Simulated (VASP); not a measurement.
# NaF (Fm-3m) in VASP: notebook

Runs on NaF. Level: PBEsol. Tasks: single point, relaxation of cell and atoms.

All numbers are computed with VASP 6.6.1; they aren't measurements. Logs are shortened: lines on timing, memory, paths and dates and some standing lists are left out, and cuts for length are marked.

### Step 1. The cell of the first run

It takes space group Fm-3m (No. 225, cubic). The conventional cell has a = 4.700 Å, b = 4.700 Å, c = 4.700 Å, α = 90.00°, β = 90.00°, γ = 90.00°. Within 3.1 Å of Na (site symmetry m-3m) lie 6 F at 2.35 Å. Within 3.1 Å of F (site symmetry m-3m) lie 6 Na at 2.35 Å.

### Step 2. Single point, PBEsol

INCAR

```
SYSTEM = NaF
PREC = Accurate
ENCUT = 520
EDIFF = 1E-6
ISMEAR = 0
SIGMA = 0.01
LREAL = .False.
LASPH = .True.
NELM = 100
ALGO = Normal
ISIF = 2
LWAVE = .False.
LCHARG = .False.
GGA = PS
NBANDS = 14
```

KPOINTS

```
Automatic mesh
0
Gamma
  8 8 8
  0 0 0
```

POSCAR

```
NaF
1.0
    2.3499484555      2.3499484555      0.0000000000
   -2.3499484555      2.3499484555      0.0000000000
    0.0000000000      2.3499484555      2.3499484555
Na F
1 1
Direct
    0.0000000000      0.0000000000      0.0000000000
    0.5000000000      0.5000000000      0.0000000000
```

Potentials or basis: VASP PAW PBE potentials, release 64 (Na_pv, F).

Started as:

```bash
$ cat potpaw_PBE.64/Na_pv/POTCAR potpaw_PBE.64/F/POTCAR > POTCAR
$ mpirun -np 1 vasp_std > vasp.out
```

OUTCAR:

```text
SYSTEM = NaF
   PREC = Accurate
   ENCUT = 520
   EDIFF = 1E-6
   ISMEAR = 0
   LREAL = .False.
   LASPH = .True.
   NELM = 100
   ISIF = 2
   GGA = PS

 ion  position               nearest neighbor table
   1  0.000  0.000  0.000-
   2  0.500  0.500  0.000-

  LATTYP: Found a face centered cubic cell.
 ALAT       =     4.6998969110

  Lattice vectors:

 A1 = (   0.0000000000,   2.3499484555,   2.3499484555)
 A2 = (   2.3499484555,   0.0000000000,   2.3499484555)
 A3 = (   2.3499484555,   2.3499484555,   0.0000000000)

Analysis of symmetry for initial positions (statically):
=====================================================================
 Subroutine PRICEL returns:
 Original cell was already a primitive cell.

 Routine SETGRP: Setting up the symmetry group for a
 face centered cubic supercell.

 Subroutine GETGRP returns: Found 48 space group operations
 (whereof 48 operations were pure point group operations)
 out of a pool of 48 trial point group operations.

The static configuration has the point symmetry O_h .

Analysis of symmetry for dynamics (positions and initial velocities):
=====================================================================
 Subroutine PRICEL returns:
 Original cell was already a primitive cell.

 Routine SETGRP: Setting up the symmetry group for a
 face centered cubic supercell.

 Subroutine GETGRP returns: Found 48 space group operations
 (whereof 48 operations were pure point group operations)
 out of a pool of 48 trial point group operations.

The dynamic configuration has the point symmetry O_h .

 Subroutine INISYM returns: Found 48 space group operations
 (whereof 48 operations are pure point group operations),
 and found     1 'primitive' translations

----------------------------------------------------------------------------------------

                                     Primitive cell

  volume of cell :      25.9540

  direct lattice vectors                    reciprocal lattice vectors
     2.349948455  2.349948455  0.000000000     0.212770624  0.212770624 -0.212770624
    -2.349948455  2.349948455  0.000000000    -0.212770624  0.212770624 -0.212770624
     0.000000000  2.349948455  2.349948455     0.000000000  0.000000000  0.425541249

  length of vectors
     3.323328977  3.323328977  3.323328977     0.368529532  0.368529532  0.425541249

  position of ions in fractional coordinates (direct lattice)
     0.000000000  0.000000000  0.000000000
     0.500000000  0.500000000  0.000000000

  ion indices of the primitive-cell ions
   primitive index   ion index
                 1           1
                 2           2

----------------------------------------------------------------------------------------

 KPOINTS: Automatic mesh

Automatic generation of k-mesh.
 Grid dimensions read from file:
 generate k-points for:    8    8    8

 Generating k-lattice:

  Cartesian coordinates                     Fractional coordinates (reciprocal lattice)
     0.026596328  0.026596328 -0.026596328     0.125000000  0.000000000  0.000000000
    -0.026596328  0.026596328 -0.026596328     0.000000000  0.125000000  0.000000000
     0.000000000  0.000000000  0.053192656     0.000000000  0.000000000  0.125000000

  Length of vectors
     0.046066191  0.046066191  0.053192656

  Shift w.r.t. Gamma in fractional coordinates (k-lattice)
     0.000000000  0.000000000  0.000000000

 Subroutine IBZKPT returns following result:
 ===========================================

 Found     29 irreducible k-points:

 Following reciprocal coordinates:
            Coordinates               Weight
  0.000000  0.000000  0.000000      1.000000
  0.125000  0.000000  0.000000      8.000000
  0.250000  0.000000  0.000000      8.000000
  0.375000  0.000000  0.000000      8.000000
  0.500000  0.000000  0.000000      4.000000
  0.125000  0.125000  0.000000     12.000000
[... 16 lines left out ...]
  0.375000  0.250000  0.125000     48.000000
  0.500000  0.250000  0.125000     24.000000
 [... further k-points ...]
   k-points           NKPTS =     29   k-points in BZ     NKDIM =     29   number of bands    NBANDS=     14
   number of dos      NEDOS =    301   number of ions     NIONS =      2
   total plane-waves  NPLWV =  21952
   dimension x,y,z NGX =    28 NGY =   28 NGZ =   28
   dimension x,y,z NGXF=    56 NGYF=   56 NGZF=   56
   ions per type =               1   1
   NGX,Y,Z   is equivalent  to a cutoff of  14.01, 14.01, 14.01 a.u.
   NGXF,Y,Z  is equivalent  to a cutoff of  28.01, 28.01, 28.01 a.u.
 SYSTEM =  NaF
   PREC   = accura    normal or accurate (medium, high low for compatibility)
   ISTART =      0    job   : 0-new  1-cont  2-samecut
   ICHARG =      2    charge: 1-file 2-atom 10-const
   ISPIN  =      1    spin polarized calculation?
   LNONCOLLINEAR =      F non collinear calculations
   LSORBIT =      F    spin-orbit coupling
   LASPH  =      T    aspherical Exc in radial PAW
   ENCUT  =  520.0 eV  38.22 Ry    6.18 a.u.   6.18  6.18  6.18*2*pi/ulx,y,z
   NELM   =    100;   NELMIN=  2; NELMDL= -5     # of ELM steps
   EDIFF  = 0.1E-05   stopping-criterion for ELM
   LREAL  =      F    real-space projection
   EDIFFG = 0.1E-04   stopping-criterion for IOM
   NSW    =      0    number of steps for IOM
   IBRION =     -1    ionic relax: 0-MD 1-quasi-New 2-CG
   NFREE  =      0    steps in history (QN), initial steepest desc. (CG)
   ISIF   =      2    stress and relaxation
   ISYM   =      2    0-nonsym 1-usesym 2-fastsym
   POTIM  = 0.5000    time-step for ionic-motion
   TEBEG  =    0.0;   TEEND  =   0.0 temperature during run
   PSTRESS=    0.0 pullay stress
   NELECT =      14.0000    total number of electrons
   NUPDOWN=      -1.0000    fix difference up-down
   EMIN   =  10.00;   EMAX   =-10.00  energy-range for DOS
   EFERMI =   0.00;   METHOD = LEGACY
   ISMEAR =     0;   SIGMA  =   0.01  broadening in eV -4-tet -1-fermi 0-gaus
   EFERMI_NEDOS =   21; number of points for ismear=-14 and -15
   IALGO  =     38    algorithm
   IMIX   =      4    mixing-type and parameters
     AMIX     =   0.40;   BMIX     =  1.00
     AMIX_MAG =   1.60;   BMIX_MAG =  1.00
  volume/ion in A,a.u.               =      12.98        87.57
  Fermi-wavevector in a.u.,A,eV,Ry     =   1.332649  2.518342 24.163319  1.775954
  Thomas-Fermi vector in A             =   2.461568
   LORBIT       =      0    0 simple, 1 ext, 2 COOP (PROOUT), +10 PAW based schemes
   GGA     = PS    functional components
   LHFCALC =     F    Hartree Fock is set to
   AEXX    =    0.0000 exact exchange contribution
   IVDW    =     0    specifies the selected vdW correction
   LEPSILON=     F    determine dielectric tensor
   LRPA    =     F    only Hartree local field effects (RPA)
 non-spin polarized calculation
 Gauss-broadening in eV      SIGMA  =   0.01
  energy-cutoff  :      520.00
  volume of cell :       25.95
 maximum number of plane-waves:       725
 NGX is ok and might be reduce to    28
   NGX = 13   NGY = 13   NGZ = 13

 number of electron      14.0000002 magnetization

 Free energy of the ion-electron system (eV)
  ---------------------------------------------------
  ext. energy  EPLUGINS =         0.00000000
  ---------------------------------------------------
  free energy    TOTEN  =        -8.76291265 eV

  energy without entropy =       -8.76291265  energy(sigma->0) =       -8.76291265

 E-fermi :  -2.2809     XC(G=0):  -9.1240

 val. band max:       -2.3503553709   @ k =   0.0000   0.0000   0.0000
 cond. band min:       3.5965457531   @ k =   0.0000   0.0000   0.0000
 fundamental gap:      5.9469011240
 Fermi energy:        -2.2809498107

 k-point     1 :       0.0000    0.0000    0.0000
  band No.  band energies     occupation
      1     -21.3390      2.00000
      2     -21.2488      2.00000
      3     -21.2488      2.00000
      4     -21.2488      2.00000
      5      -2.3504      2.00000
      6      -2.3504      2.00000
      7      -2.3504      2.00000
      8       3.5965      0.00000
      9      16.1967      0.00000
     10      16.1967      0.00000
     11      16.1967      0.00000
     12      18.7936      0.00000
     13      21.1330      0.00000
     14      21.1330      0.00000

 k-point     2 :       0.1250    0.0000    0.0000
  band No.  band energies     occupation
      1     -21.5746      2.00000
      2     -21.2505      2.00000
      3     -21.2504      2.00000
      4     -20.9939      2.00000
      5      -2.6369      2.00000
      6      -2.3858      2.00000
      7      -2.3858      2.00000
      8       4.1310      0.00000
      9      14.4382      0.00000
     10      16.4172      0.00000
     11      16.4172      0.00000
     12      20.5192      0.00000
     13      20.5192      0.00000
     14      20.6473      0.00000

 k-point     3 :       0.2500    0.0000    0.0000
  band No.  band energies     occupation
      1     -21.7950      2.00000
      2     -21.2544      2.00000
      3     -21.2544      2.00000
      4     -20.7280      2.00000
      5      -3.2159      2.00000
      6      -2.4703      2.00000
      7      -2.4703      2.00000
      8       5.4203      0.00000
      9      12.3476      0.00000
     10      16.8899      0.00000
     11      16.8899      0.00000
     12      19.8405      0.00000
     13      19.8405      0.00000
     14      21.2376      0.00000
[... 324 lines left out ...]
 k-point    23 :       0.3750    0.2500    0.1250
  band No.  band energies     occupation
      1     -21.8226      2.00000
      2     -21.2945      2.00000
      3     -21.2703      2.00000
      4     -20.6276      2.00000
      5      -3.5403      2.00000
      6      -2.8303      2.00000
      7      -2.6318      2.00000
      8       7.8659      0.00000
      9      10.7938      0.00000
     10      14.5105      0.00000
     11      16.3253      0.00000
     12      18.6541      0.00000
     13      20.6584      0.00000
     14      24.6476      0.00000

 k-point    24 :       0.5000    0.2500    0.1250
  band No.  band energies     occupation
      1     -21.8379      2.00000
      2     -21.2974      2.00000
      3     -21.2765      2.00000
      4     -20.5976      2.00000
      5      -3.6091      2.00000
      6      -2.9037      2.00000
      7      -2.6685      2.00000
      8       8.9925      0.00000
      9       9.8898      0.00000
     10      14.2317      0.00000
     11      16.0210      0.00000
     12      19.2196      0.00000
     13      20.2468      0.00000
     14      24.8924      0.00000

 [... further k-points ...]

------------------------ aborting loop because EDIFF is reached ----------------------------------------

  FORCE on cell =-STRESS in cart. coord.  units (eV):
  Direction    XX          YY          ZZ          XY          YZ          ZX
  --------------------------------------------------------------------------------------
  -------------------------------------------------------------------------------------
  Total       -0.3415003     -0.3415003     -0.3415003     -0.0000000      0.0000000     -0.0000000
  in kB      -21.0812673    -21.0812673    -21.0812673     -0.0000000      0.0000000     -0.0000000
  external PRESSURE =     -21.0812673 kB  Pullay stress =       0.0000000 kB

 VOLUME and BASIS-vectors are now :
 -----------------------------------------------------------------------------
  energy-cutoff  :      520.00
  volume of cell :       25.95
      direct lattice vectors                 reciprocal lattice vectors
     2.349948455  2.349948455  0.000000000     0.212770624  0.212770624 -0.212770624
    -2.349948455  2.349948455  0.000000000    -0.212770624  0.212770624 -0.212770624
     0.000000000  2.349948455  2.349948455     0.000000000  0.000000000  0.425541249

 POSITION                                       TOTAL-FORCE (eV/Angst)
 -----------------------------------------------------------------------------------
      0.00000      0.00000      0.00000        -0.000000      0.000000      0.000000
      0.00000      2.34995      0.00000         0.000000     -0.000000      0.000000
 -----------------------------------------------------------------------------------
    total drift:                               -0.000000      0.000000      0.000000

  FREE ENERGIE OF THE ION-ELECTRON SYSTEM (eV)
  ---------------------------------------------------
  free  energy   TOTEN  =        -8.7629126542 eV

  energy  without entropy=       -8.7629126542  energy(sigma->0) =       -8.76291265
```

Wall time 16 s (1 thread of Intel Xeon 8259CL, shared host); peak memory 0.15 GiB.

What came out:

* Free energy: -8.7629 eV
* Pressure: -2.1 GPa
* Band gap on the k mesh: 5.95 eV

Caveat: the PAW data sets were made with another functional, which shifts forces and pressure a little.

(Continued in part 2 of 2.)
